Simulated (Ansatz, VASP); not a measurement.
Re in VASP and in Ansatz

```xyz
2
Lattice="2.7503 0.0000 -0.1513 -1.3751 2.3818 -0.1864 -0.2444 -0.4888 4.4433" Properties=species:S:1:pos:R:3 pbc="T T T"
Re   -0.0611    1.4657    0.9362
Re    1.1919    0.4274    3.1695
```

Change from the starting cell: engineering shear strain xz -0.1100, engineering shear strain yz -0.2200.

Alike in both runs: task single point; functional PBEsol; k mesh 18 × 18 × 10; occupations gaussian, width 0.15 eV; no spin polarisation.

|  | VASP | Ansatz |
| --- | --- | --- |
| version | VASP 6.6.1 | Ansatz 0.2.0 |
| potentials or method | VASP PAW PBE potentials, release 64 (Re), cutoff 520 eV | scalar-relativistic, plane waves, PAW |
| valence electrons in the cell | 14 | 30 |

Ansatz gave:

* gap on the k mesh at the Fermi level (eV): none
* pressure (GPa): 17.4
* traceless stress, the component that is largest in VASP (GPa): 28.81
* rms of the force components (eV/Å): 0.656

Task: What did VASP give for the same quantities?

Result: gap on the k mesh at the Fermi level (eV): none; pressure (GPa): 17.4; traceless stress, the component that is largest in VASP (GPa): 28.04; rms of the force components (eV/Å): 0.625.

VASP's potentials were made for PBE, not for PBEsol. Atom by atom the forces differ by 0.032 eV/Å (rms over components). A gap of «none» marks a metal or a gap that the smearing closes. The functional is the same, so the differences come from potentials, cutoffs and numerics. VASP's potentials hold 14 valence electrons a cell and Ansatz's 30, so a difference there can come from the potentials and not from the codes.

Neither program's run includes spin-orbit coupling.
